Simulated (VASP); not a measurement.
Si, 1 atom in the cell. It takes space group Fm-3m (No. 225, cubic). The conventional cell has a = 3.404 Å, b = 3.404 Å, c = 3.404 Å, α = 90.00°, β = 90.00°, γ = 90.00°. Si (site symmetry m-3m) has 12 Si at 2.41 Å within 3.2 Å. 

| Property | Result |
| --- | --- |
| Program | VASP 6.6.1 |
| Task | relaxation of cell and atoms |
| Functional | PBEsol |
| Potentials or basis | VASP PAW PBE potentials, release 64 (Si) |
| Cutoff | 600 eV |
| k mesh | 19 × 19 × 19 |
| Occupations | fermi-dirac, width 0.05 eV |
| Spin | no spin polarisation |
| Target pressure | 69 GPa |
| Dipole correction | no |
| Further INCAR settings | ALGO = Normal; EDIFF = 1e-06; IBRION = 2; EDIFFG = -0.005; NSW = 60; ISIF = 3 |

Potentials or basis: VASP PAW PBE potentials, release 64 (Si).

Launch:

```sh
$ cat potpaw_PBE.64/Si/POTCAR > POTCAR
$ mpirun -np 1 vasp_std > vasp.out
```

Hardware: 1 thread of Intel(R) Xeon(R) Platinum 8259CL CPU @ 2.50GHz (Skylake/Cascade Lake) (shared host).

Task: How long does it take, and how much memory?

Result: It took 28 s on 1 thread of Intel(R) Xeon(R) Platinum 8259CL CPU @ 2.50GHz (Skylake/Cascade Lake) (shared host), peak memory 0.12 GiB. Counts: scf iterations 15, k points 220, ion steps 3.
